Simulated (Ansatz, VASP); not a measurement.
## Two plane-wave programs on HfSeS4

```
Hf Se S
1.0
     0.00000    4.15862    4.15862
     4.15862    0.00000    4.15862
     4.15862    4.15862    0.00000
Hf Se S
1 1 4
Cartesian
  0.0000 0.0000 0.0000
  4.1586 4.1586 4.1586
  5.0104 3.3068 3.3068
  5.0104 5.0104 5.0104
  3.3068 5.0104 3.3068
  3.3068 3.3068 5.0104
```

Change from the starting cell: species swapped into the RbBH4 type (F-43m, No. 216).

Alike in both runs: task single point; functional PBE; k mesh 4 × 4 × 4; occupations gaussian, width 0.1 eV; no spin polarisation.

|  | VASP | Ansatz |
| --- | --- | --- |
| version | VASP 6.6.1 | Ansatz 0.2.0 |
| potentials or method | VASP PAW PBE potentials, release 64 (Hf_pv, Se, S), cutoff 520 eV | scalar-relativistic, plane waves, PAW |
| valence electrons in the cell | 40 | 66 |

Ansatz gave:

```
gap on the k mesh at the Fermi level (eV) : 0.24
least direct gap on the mesh (eV)         : 0.34
rms of the force components (eV/Å)        : 32.385
```

Task: What did VASP give for the same quantities?

Result: gap on the k mesh at the Fermi level (eV): 0.19; least direct gap on the mesh (eV): 0.29; rms of the force components (eV/Å): 34.831.

Atom by atom the forces differ by 2.446 eV/Å (rms over components). VASP's potentials hold 40 valence electrons a cell and Ansatz's 66, so a difference there can come from the potentials and not from the codes.

Spin-orbit coupling is off throughout.
